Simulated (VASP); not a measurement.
MgO: single point with PBE

Crystal: MgO.

```
CELL_PARAMETERS angstrom
2.69558 0.00000 0.00000
0.00000 2.69558 0.00000
0.00000 0.00000 2.69558
ATOMIC_POSITIONS crystal
Mg 0.00000 0.00000 0.00000
O 0.50000 0.50000 0.50000
```

This cell differs from its parent crystal: volume scaled by 1.040.

```
Program             : VASP 6.6.1
Task                : single point
Functional          : PBE
Potentials or basis : VASP PAW PBE potentials, release 64 (Mg, O)
Cutoff              : 520 eV
k mesh              : 14 × 14 × 14
Occupations         : gaussian, width 0.05 eV
Spin                : no spin polarisation
```

```yaml
Pressure: -5.8 GPa
Band_gap_on_the_k_mesh: 1.91 eV, indirect (least direct gap 2.84 eV)
```

Levels at points of the mesh, in eV from the valence-band top:
| k point | band 2 | band 3 | band 4 | band 5 | band 6 | band 7 |
| --- | --- | --- | --- | --- | --- | --- |
| (0.00, 0.00, 0.00) | -0.93 | -0.93 | -0.93 | 1.91 | 10.31 | 10.31 |
| (0.50, 0.00, 0.00) | -6.08 | -0.50 | -0.50 | 6.44 | 8.70 | 14.16 |
| (0.50, 0.50, 0.00) | -4.36 | -4.36 | 0.00 | 4.68 | 11.44 | 11.44 |
| (0.50, 0.50, 0.50) | -3.30 | -3.30 | -3.30 | 7.19 | 7.19 | 7.19 |

It took 7 s on 1 thread of Intel(R) Xeon(R) 6975P-C (Granite Rapids) (shared host), peak memory 0.14 GiB.

 A k mesh can miss the band edges.
